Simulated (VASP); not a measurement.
# SiO2 (Ibam) in VASP: single point with PBE+D3(BJ)

Aim: the single point of SiO2 with PBE+D3(BJ).

All numbers are computed with VASP 6.6.1; they aren't measurements. Logs are shortened: lines on timing, memory, paths and dates and some standing lists are left out, and cuts for length are marked.

## (1) The cell of the first run

It takes space group Ibam (No. 72, orthorhombic). Conventional cell: a = 4.720 Å, b = 8.360 Å, c = 5.160 Å, α = 90.00°, β = 90.00°, γ = 90.00°. Si (site symmetry 222) has 4 O at 1.87 Å and 2 Si at 2.58 Å within 2.6 Å. Within 2.5 Å of O (site symmetry m) lie 2 Si at 1.87 Å.

## (2) Single point, PBE+D3(BJ)

INCAR

```
SYSTEM = SiO2
ALGO = Normal ; EDIFF = 1E-6
ENCUT = 700 ; GGA = PE
GGA_COMPAT = .False. ; ISIF = 2
ISMEAR = 0 ; ISYM = -1
IVDW = 12 ; LASPH = .True.
LCHARG = .False. ; LREAL = Auto
LWAVE = .False. ; NBANDS = 63
NELM = 120 ; PREC = Accurate
SIGMA = 0.1
```

KPOINTS

```
explicit points
4
Reciprocal
  0.25000000   0.25000000   0.25000000 2
  0.25000000   0.25000000   0.75000000 2
  0.25000000   0.75000000   0.25000000 2
  0.25000000   0.75000000   0.75000000 2
```

POSCAR

```
SiO2
1.0
    0.0000000000      0.0000000000      5.1600000000
    0.0000000000     -8.3600000000      0.0000000000
    7.0800000000      4.1800000000     -2.5800000000
Si O
6 12
Direct
    0.7500000000      0.0000000000      1.0000000000
    0.4166666667      0.6666666667      0.3333333333
    0.0833333333      0.3333333333      0.6666666667
    0.2500000000      0.0000000000      0.0000000000
    0.9166666667      0.6666666667      0.3333333333
    0.5833333333      0.3333333333      0.6666666667
    0.5970000000      0.7070000000      0.1940000000
    0.2636666667      0.3736666667      0.5273333333
    0.9303333333      0.0403333333      0.8606666667
    0.5696666667      0.1796666667      0.1393333333
    0.2363333333      0.8463333333      0.4726666667
    0.9030000000      0.5130000000      0.8060000000
    0.0970000000      0.4870000000      0.1940000000
    0.7636666667      0.1536666667      0.5273333333
    0.4303333333      0.8203333333      0.8606666667
    0.0696666667      0.9596666667      0.1393333333
    0.7363333333      0.6263333333      0.4726666667
    0.4030000000      0.2930000000      0.8060000000
```

Potentials or basis: VASP PAW PBE potentials, release 64 (Si, O).

Run with:

```
$ cat potpaw_PBE.64/Si/POTCAR potpaw_PBE.64/O/POTCAR > POTCAR
$ mpirun -np 1 vasp_std > vasp.out
```

OUTCAR:

```text
SYSTEM = SiO2
   EDIFF = 1E-6
   ENCUT = 700
   GGA = PE
   ISIF = 2
   ISMEAR = 0
   ISYM = -1
   IVDW = 12
   LASPH = .True.
   LREAL = Auto
   NELM = 120
   PREC = Accurate
 IVDW          = 12

 ion  position               nearest neighbor table
   1  0.750  0.000  0.000-   9 1.87  16 1.87  10 1.87  15 1.87   4 2.58   4 2.58
   2  0.417  0.667  0.333-   7 1.87  11 1.87  13 1.87  17 1.87   5 2.58   5 2.58
   3  0.083  0.333  0.667-  14 1.87  18 1.87  12 1.87   8 1.87   6 2.58   6 2.58
   4  0.250  0.000  0.000-  16 1.87   9 1.87  15 1.87  10 1.87   1 2.58   1 2.58
   5  0.917  0.667  0.333-  11 1.87   7 1.87  13 1.87  17 1.87   2 2.58   2 2.58
   6  0.583  0.333  0.667-  18 1.87  14 1.87  12 1.87   8 1.87   3 2.58   3 2.58
   7  0.597  0.707  0.194-   2 1.87   5 1.87
   8  0.264  0.374  0.527-   6 1.87   3 1.87
   9  0.930  0.040  0.861-   1 1.87   4 1.87
  10  0.570  0.180  0.139-   1 1.87   4 1.87
  11  0.236  0.846  0.473-   5 1.87   2 1.87
  12  0.903  0.513  0.806-   3 1.87   6 1.87
  13  0.097  0.487  0.194-   5 1.87   2 1.87
  14  0.764  0.154  0.527-   3 1.87   6 1.87
  15  0.430  0.820  0.861-   4 1.87   1 1.87
  16  0.070  0.960  0.139-   4 1.87   1 1.87
  17  0.736  0.626  0.473-   2 1.87   5 1.87
  18  0.403  0.293  0.806-   6 1.87   3 1.87

IMPORTANT INFORMATION: All symmetrisations will be switched off!
NOSYMM: (Re-)initialisation of all symmetry stuff for point group C_1.

----------------------------------------------------------------------------------------

                                     Primitive cell

  volume of cell :     305.4142

  direct lattice vectors                    reciprocal lattice vectors
     0.000000000  0.000000000  5.160000000     0.070621469  0.000000000  0.193798450
     0.000000000 -8.360000000  0.000000000     0.070621469 -0.119617225  0.000000000
     7.080000000  4.180000000 -2.580000000     0.141242938  0.000000000  0.000000000

  length of vectors
     5.160000000  8.360000000  8.617145699     0.206264953  0.138908864  0.141242938

  position of ions in fractional coordinates (direct lattice)
     0.750000000  0.000000000  0.000000000
     0.416666667  0.666666667  0.333333333
     0.083333333  0.333333333  0.666666667
     0.250000000  0.000000000  0.000000000
     0.916666667  0.666666667  0.333333333
     0.583333333  0.333333333  0.666666667
[... 10 lines left out ...]
     0.736333333  0.626333333  0.472666667
     0.403000000  0.293000000  0.806000000

  ion indices of the primitive-cell ions
   primitive index   ion index
                 1           1
                 2           2
                 3           3
                 4           4
                 5           5
                 6           6
[... 10 lines left out ...]
                17          17
                18          18

----------------------------------------------------------------------------------------

 KPOINTS: explicit points

Read explicit list of k-points.

 Found      4 k-points:

 Following reciprocal coordinates:
            Coordinates               Weight
  0.250000  0.250000  0.250000      0.250000
  0.250000  0.250000  0.750000      0.250000
  0.250000  0.750000  0.250000      0.250000
  0.250000  0.750000  0.750000      0.250000
   k-points           NKPTS =      4   k-points in BZ     NKDIM =      4   number of bands    NBANDS=     63
   number of dos      NEDOS =    301   number of ions     NIONS =     18
   total plane-waves  NPLWV = 276480
   dimension x,y,z NGX =    48 NGY =   72 NGZ =   80
   dimension x,y,z NGXF=    96 NGYF=  144 NGZF=  160
   ions per type =               6  12
   NGX,Y,Z   is equivalent  to a cutoff of  15.46, 14.32, 15.43 a.u.
   NGXF,Y,Z  is equivalent  to a cutoff of  30.93, 28.64, 30.87 a.u.
 SYSTEM =  SiO2
   PREC   = accura    normal or accurate (medium, high low for compatibility)
   ISTART =      0    job   : 0-new  1-cont  2-samecut
   ICHARG =      2    charge: 1-file 2-atom 10-const
   ISPIN  =      1    spin polarized calculation?
   LNONCOLLINEAR =      F non collinear calculations
   LSORBIT =      F    spin-orbit coupling
   LASPH  =      T    aspherical Exc in radial PAW
   ENCUT  =  700.0 eV  51.45 Ry    7.17 a.u.  11.13 18.03 18.59*2*pi/ulx,y,z
   NELM   =    120;   NELMIN=  2; NELMDL= -5     # of ELM steps
   EDIFF  = 0.1E-05   stopping-criterion for ELM
   LREAL  =      T    real-space projection
   EDIFFG = 0.1E-04   stopping-criterion for IOM
   NSW    =      0    number of steps for IOM
   IBRION =     -1    ionic relax: 0-MD 1-quasi-New 2-CG
   NFREE  =      0    steps in history (QN), initial steepest desc. (CG)
   ISIF   =      2    stress and relaxation
   ISYM   =     -1    0-nonsym 1-usesym 2-fastsym
   POTIM  = 0.5000    time-step for ionic-motion
   TEBEG  =    0.0;   TEEND  =   0.0 temperature during run
   PSTRESS=    0.0 pullay stress
   NELECT =      96.0000    total number of electrons
   NUPDOWN=      -1.0000    fix difference up-down
   EMIN   =  10.00;   EMAX   =-10.00  energy-range for DOS
   EFERMI =   0.00;   METHOD = LEGACY
   ISMEAR =     0;   SIGMA  =   0.10  broadening in eV -4-tet -1-fermi 0-gaus
   EFERMI_NEDOS =   21; number of points for ismear=-14 and -15
   IALGO  =     38    algorithm
   IMIX   =      4    mixing-type and parameters
     AMIX     =   0.40;   BMIX     =  1.00
     AMIX_MAG =   1.60;   BMIX_MAG =  1.00
  volume/ion in A,a.u.               =      16.97       114.50
  Fermi-wavevector in a.u.,A,eV,Ry     =   1.113103  2.103460 16.857606  1.238999
  Thomas-Fermi vector in A             =   2.249685
   LORBIT       =      0    0 simple, 1 ext, 2 COOP (PROOUT), +10 PAW based schemes
   GGA     = PE    functional components
   LHFCALC =     F    Hartree Fock is set to
   AEXX    =    0.0000 exact exchange contribution
   IVDW    =    12    specifies the selected vdW correction
   LEPSILON=     F    determine dielectric tensor
   LRPA    =     F    only Hartree local field effects (RPA)
 non-spin polarized calculation
 Gauss-broadening in eV      SIGMA  =   0.10
  energy-cutoff  :      700.00
  volume of cell :      305.41
 maximum number of plane-waves:     12848
 NGX is ok and might be reduce to    48
   NGX = 23   NGY = 37   NGZ = 37

 number of electron      96.0000000 magnetization

 Free energy of the ion-electron system (eV)
  ---------------------------------------------------
  ext. energy  EPLUGINS =         0.00000000
  ---------------------------------------------------
  free energy    TOTEN  =      -125.91336689 eV

  energy without entropy =     -125.91336689  energy(sigma->0) =     -125.91336689

 E-fermi :  -0.3417     XC(G=0):  -8.1424

 val. band max:       -0.8651055419   @ k =   0.2500   0.7500   0.7500
 cond. band min:       2.9638380153   @ k =   0.2500   0.2500   0.7500
 fundamental gap:      3.8289435572
 Fermi energy:        -0.3417064299

 k-point     1 :       0.2500    0.2500    0.2500
  band No.  band energies     occupation
      1     -18.5168      2.00000
      2     -18.5168      2.00000
      3     -18.5005      2.00000
      4     -17.8800      2.00000
      5     -17.8293      2.00000
      6     -17.8293      2.00000
[... 52 lines left out ...]
     59       6.0862      0.00000
     60       6.0862      0.00000

 k-point     2 :       0.2500    0.2500    0.7500
  band No.  band energies     occupation
      1     -18.5757      2.00000
      2     -18.4777      2.00000
      3     -18.4777      2.00000
      4     -17.8482      2.00000
      5     -17.8482      2.00000
      6     -17.8419      2.00000
[... 52 lines left out ...]
     59       5.9967      0.00000
     60       6.3121      0.00000

 k-point     3 :       0.2500    0.7500    0.2500
  band No.  band energies     occupation
      1     -18.5577      2.00000
      2     -18.4918      2.00000
      3     -18.4829      2.00000
      4     -17.8702      2.00000
      5     -17.8372      2.00000
      6     -17.8311      2.00000
[... 52 lines left out ...]
     59       6.0566      0.00000
     60       6.2322      0.00000

 k-point     4 :       0.2500    0.7500    0.7500
  band No.  band energies     occupation
      1     -18.5577      2.00000
      2     -18.4918      2.00000
      3     -18.4829      2.00000
      4     -17.8702      2.00000
      5     -17.8372      2.00000
      6     -17.8311      2.00000
[... 52 lines left out ...]
     59       6.0566      0.00000
     60       6.2322      0.00000
 [bands above 60 left out]

------------------------ aborting loop because EDIFF is reached ----------------------------------------

 Edisp (eV)   -1.80341

 E8    (eV) :    -0.5905

  FORCE on cell =-STRESS in cart. coord.  units (eV):
  Direction    XX          YY          ZZ          XY          YZ          ZX
  --------------------------------------------------------------------------------------
  -------------------------------------------------------------------------------------
  Total     -42.33610   -37.40406   -72.01599     0.00147    -0.00210     0.00502
  in kB    -222.09164  -196.21857  -377.78984     0.00771    -0.01104     0.02634
  external pressure =     -265.37 kB  Pullay stress =        0.00 kB

 VOLUME and BASIS-vectors are now :
 -----------------------------------------------------------------------------
  energy-cutoff  :      700.00
  volume of cell :      305.41
      direct lattice vectors                 reciprocal lattice vectors
     0.000000000  0.000000000  5.160000000     0.070621469  0.000000000  0.193798450
     0.000000000 -8.360000000  0.000000000     0.070621469 -0.119617225  0.000000000
     7.080000000  4.180000000 -2.580000000     0.141242938  0.000000000  0.000000000

 POSITION                                       TOTAL-FORCE (eV/Angst)
 -----------------------------------------------------------------------------------
      0.00000      0.00000      3.87000         0.000093     -0.000000      0.000960
      2.36000     -4.18000      1.29000         0.002152      0.001138     -0.000316
      4.72000      0.00000     -1.29000        -0.002162     -0.001391     -0.000060
      0.00000      0.00000      1.29000        -0.000127      0.000019     -0.000963
      2.36000     -4.18000      3.87000         0.002143      0.001446      0.000062
      4.72000      0.00000      1.29000        -0.002169     -0.001084      0.000317
[... 10 lines left out ...]
      3.34648     -3.26040      2.58000        -3.448047     -3.104919     -0.000440
      5.70648      0.91960      0.00000        -3.446453     -3.102845     -0.001154
 -----------------------------------------------------------------------------------
    total drift:                                0.000426     -0.000759     -0.000008

  FREE ENERGIE OF THE ION-ELECTRON SYSTEM (eV)
  ---------------------------------------------------
  free  energy   TOTEN  =      -127.7167729597 eV

  energy  without entropy=     -127.7167729597  energy(sigma->0) =     -127.71677296
```

Wall time 1.7 min (1 thread of Intel Xeon 6975P-C (Granite Rapids), shared host); peak memory 0.55 GiB.

Results:

```
Free energy                : -127.7168 eV
Pressure                   : -26.5 GPa
Largest force              : 4.640 eV/Å
Band gap on the k mesh     : 3.83 eV
Dispersion energy per atom : -0.100 eV
```

Forces in eV/Å, atoms in the order of the input:
```
Si   0.000  0.000  0.001
Si   0.002  0.001  0.000
Si  -0.002 -0.001  0.000
Si   0.000  0.000 -0.001
Si   0.002  0.001  0.000
Si  -0.002 -0.001  0.000
O    3.446  3.103  0.001
O    3.448  3.105  0.000
O    3.447  3.104  0.000
O   -3.446  3.104 -0.002
O   -3.445  3.101  0.001
O   -3.447  3.102  0.002
O    3.447 -3.102 -0.002
O    3.445 -3.101 -0.001
O    3.446 -3.104  0.002
O   -3.448 -3.104  0.000
O   -3.448 -3.105  0.000
O   -3.446 -3.103 -0.001
```

Stress tensor (GPa, compression positive):
```
-22.21   0.00   0.00
  0.00 -19.62   0.00
  0.00   0.00 -37.78
```

Caveat: the stress differs along the axes, from -38 to -20 GPa; a shifted mesh leaves out Γ, where band edges can lie; forces of over 1 eV/Å act on the atoms, so gaps and moduli don't describe the material at rest.
